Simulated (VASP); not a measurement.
# AlPd4 (I4/mmm) in VASP: further runs, part 2 of 2

VASP 6.6.1. The steps go on from the part before.

**5. Relaxation of cell and atoms, PBE**

INCAR reads:

```
SYSTEM = AlPd4
ALGO = Fast ; EDIFF = 1E-7
EDIFFG = -0.04 ; ENCUT = 600
GGA = PE ; IBRION = 2
ISIF = 3 ; ISMEAR = 0
LASPH = .True. ; LCHARG = .False.
LREAL = .False. ; LWAVE = .False.
NELM = 80 ; NSW = 90
PREC = Accurate ; SIGMA = 0.1
```

KPOINTS reads:

```
k-points
0
Gamma
  6 6 6
  0 0 0
```

POSCAR reads:

```
AlPd4
1.0
   -2.4807214500      2.4807214500      3.1811700800
    2.4807214500     -2.4807214500      3.1811700800
    2.4807214500      2.4807214500     -3.1811700800
Al Pd
1 4
Direct
    0.0000000000      0.0000000000      0.0000000000
    0.7278876700      0.7278876700      0.4557753500
    0.2721123300      0.2721123300      0.5442246500
    0.7278876700      0.2721123300      0.0000000000
    0.2721123300      0.7278876700      0.0000000000
```

Launch:

```console
$ cat potpaw_PBE.64/Al/POTCAR potpaw_PBE.64/Pd/POTCAR > POTCAR
$ mpirun -np 1 vasp_std > vasp.out
```

Run time: 31 min. Hardware: 1 thread of Intel Xeon 6975P-C, shared host; peak memory 0.3 GiB.

It converged, with:

| Property | Result |
| --- | --- |
| Free energy | -24.2329 eV |
| Relaxed volume | 18.39 Å³/atom |
| Relaxed cell | a = 4.950 Å, b = 4.950 Å, c = 4.950 Å, α = 105.56°, β = 105.56°, γ = 117.61° |
| Space group after relaxing (to 0.05 Å) | I4/mmm (No. 139) |
| Energy gained by relaxing | 2038.8 meV/atom |
| Ionic steps | 16 |
| Pressure after relaxing | -0.1 GPa |
| Largest force after relaxing | 0.014 eV/Å |

Forces on the atoms (eV/Å):
```
Al   0.000  0.000  0.000
Pd  -0.010 -0.010  0.000
Pd   0.010  0.010  0.000
Pd   0.010 -0.010  0.000
Pd  -0.010  0.010  0.000
```

Stress tensor (GPa, compression positive):
```
-0.14  0.00  0.00
 0.00 -0.14  0.00
 0.00  0.00  0.06
```

The path:
| step | energy change (eV) | largest force (eV/Å) | pressure (GPa) | volume (Å³) |
| --- | --- | --- | --- | --- |
| 1 | 0.0000 | 3.0037 | 75.18 | 78.31 |
| 2 | 1.4265 | 0.0879 | -11.09 | 178.58 |
| 3 | -4.6671 | 0.1335 | -13.89 | 160.22 |
| 4 | -6.2014 | 0.3124 | -14.98 | 143.86 |
| 5 | -8.6619 | 0.7358 | -6.08 | 109.09 |
| 6 | -9.7624 | 0.1167 | -5.51 | 99.85 |
| 7 | -4.7596 | 4.0777 | 50.43 | 77.79 |
| 8 | -9.9741 | 0.0908 | -4.56 | 97.46 |
| 9 | -10.0978 | 0.7182 | 1.24 | 91.43 |
| 10 | -10.1372 | 0.4319 | -1.71 | 93.83 |
| 11 | -10.1469 | 0.4821 | -1.27 | 93.40 |
| 12 | -10.1820 | 0.2474 | 0.97 | 91.18 |
| 13 | -10.1827 | 0.2023 | 1.37 | 90.82 |
| 14 | -10.1930 | 0.0654 | -0.16 | 92.04 |
| 15 | -10.1934 | 0.0206 | 0.06 | 91.83 |
| 16 | -10.1939 | 0.0140 | -0.08 | 91.96 |

Final structure:
```yaml
crystal:
  lattice:
    - [-2.99435, 2.99435, 2.56414]
    - [2.99435, -2.99435, 2.56414]
    - [2.99435, 2.99435, -2.56414]
  atoms:
    - { symbol: Al, position: [0.00000, 0.00000, 0.00000] }
    - { symbol: Pd, position: [0.71745, 0.71745, 0.43490] }
    - { symbol: Pd, position: [0.28255, 0.28255, 0.56510] }
    - { symbol: Pd, position: [0.71745, 0.28255, 0.00000] }
    - { symbol: Pd, position: [0.28255, 0.71745, 0.00000] }
```

Levels at points of the mesh, in eV from the Fermi level:
```
           k point  band 19  band 20  band 21  band 22  band 23  band 24
(0.00, 0.00, 0.00)    -0.23    -0.23    -0.11     2.24     2.41     2.41
(0.50, 0.00, 0.00)    -0.89    -0.66    -0.54    -0.45     1.55     1.80
(0.50, 0.50, 0.00)    -1.45    -0.60    -0.52    -0.48     2.64     3.77
(0.50, 0.50, 0.50)    -0.77    -0.11    -0.09     0.28     0.31     1.13
```

Caveat: the volume moved by over 15 % at a fixed basis, so the end points are rough.

**6. Relaxation of cell and atoms, PBE**

This run uses another cell than the first one, of 18.38 Å³/atom, 1.174 times its volume.

INCAR reads:

```
SYSTEM = AlPd4
ALGO = Fast ; EDIFF = 1E-6
EDIFFG = -0.01 ; ENCUT = 600
GGA = PE ; IBRION = 2
ISIF = 3 ; ISMEAR = 0
LASPH = .True. ; LCHARG = .False.
LREAL = .False. ; LWAVE = .False.
NELM = 60 ; NSW = 100
PREC = Accurate ; SIGMA = 0.1
```

KPOINTS reads:

```
k-points
0
Gamma
  10 10 10
  0 0 0
```

POSCAR reads:

```
AlPd4
1.0
   -2.9902244782      2.9902244782      2.5699581728
    2.9902244782     -2.9902244782      2.5699581728
    2.9902244782      2.9902244782     -2.5699581728
Al Pd
1 4
Direct
    0.0000000000      0.0000000000      0.0000000000
    0.7178312918      0.7178312918      0.4356625837
    0.2821687082      0.2821687082      0.5643374163
    0.7178312918      0.2821687082      0.0000000000
    0.2821687082      0.7178312918      0.0000000000
```

Potentials or basis: VASP PAW PBE potentials, release 64 (Al, Pd).

Launch:

```console
$ cat potpaw_PBE.64/Al/POTCAR potpaw_PBE.64/Pd/POTCAR > POTCAR
$ mpirun -np 1 vasp_std > vasp.out
```

Run time: 9 min. Hardware: 1 thread of Intel Xeon 6975P-C, shared host; peak memory 0.43 GiB.

The run converged. Its results:

```
Free energy                            : -24.2370 eV
Relaxed volume                         : 18.36 Å³/atom
Relaxed cell                           : a = 4.948 Å, b = 4.948 Å, c = 4.948 Å, α = 105.55°, β = 105.55°, γ = 117.63°
Space group after relaxing (to 0.05 Å) : I4/mmm (No. 139)
Energy gained by relaxing              : 0.2 meV/atom
Ionic steps                            : 4
Pressure after relaxing                : 0.0 GPa
```

Step by step:
```
step  energy change (eV)  largest force (eV/Å)  pressure (GPa)  volume (Å³)
   1              0.0000                0.0449           -0.09        91.92
   2             -0.0008                0.0323            0.02        91.77
   3             -0.0008                0.0292            0.07        91.74
   4             -0.0010                0.0010           -0.03        91.82
```

Final structure:
```
Al Pd
1.0
    -2.99332    2.99332    2.56202
     2.99332   -2.99332    2.56202
     2.99332    2.99332   -2.56202
Al Pd
1 4
Cartesian
  -2.9933 2.9933 2.5620
  1.3008 1.3008 2.5620
  1.6925 1.6925 0.0000
  -1.3008 1.3008 2.5620
  1.3008 -1.3008 2.5620
```

Levels at points of the mesh, in eV from the Fermi level:
```
           k point  band 17  band 18  band 19  band 20  band 21  band 22  band 23  band 24  band 25
(0.00, 0.00, 0.00)    -0.62    -0.62    -0.22    -0.22    -0.09     2.27     2.43     2.43     4.09
(0.50, 0.00, 0.00)    -1.41    -1.14    -0.87    -0.64    -0.52    -0.43     1.57     1.82     2.93
(0.50, 0.50, 0.00)    -1.44    -1.44    -1.43    -0.58    -0.50    -0.47     2.67     3.80     4.16
(0.50, 0.50, 0.50)    -1.21    -0.99    -0.75    -0.10    -0.07     0.30     0.33     1.15     1.15
```

**7. Overview**

| task | cell | k mesh | cutoff (eV) | gap on the mesh (eV) | pressure (GPa) | relaxed volume (Å³/atom) | largest force (eV/Å) |
| --- | --- | --- | --- | --- | --- | --- | --- |
| single point | a = 4.736 Å, angles 116.8, 116.8, 95.6°, 5 atoms | 6 × 6 × 6 | 520 | none | 75.2 | - | 3.00 |
| single point | a = 4.948 Å, angles 105.6, 105.6, 117.4°, 5 atoms | 6 × 6 × 6 | 520 | none | -0.1 | - | 0.04 |
| single point | a = 4.949 Å, angles 105.6, 105.6, 117.5°, 5 atoms | 10 × 10 × 10 | 520 | none | -0.1 | - | 0.03 |
| relaxation of cell and atoms | relaxed from a = 4.736 Å, angles 116.8, 116.8, 95.6°, 5 atoms | 6 × 6 × 6 | 600 | none | -0.1 | 18.39 | 0.01 |
| relaxation of cell and atoms | relaxed from a = 4.948 Å, angles 105.6, 105.6, 117.4°, 5 atoms | 10 × 10 × 10 | 600 | none | 0.0 | 18.36 | - |

Alike in all rows: level PBE; potentials or basis VASP PAW PBE potentials, release 64 (Al, Pd); no spin polarisation; smearing gaussian 0.1 eV.

Caveats: forces of over 1 eV/Å act on the atoms, so gaps and moduli don't describe the material at rest (some runs); the volume moved by over 15 % at a fixed basis, so the end points are rough (some runs).

Total energies depend on the potentials used, so only differences within one code and one set of settings carry meaning.
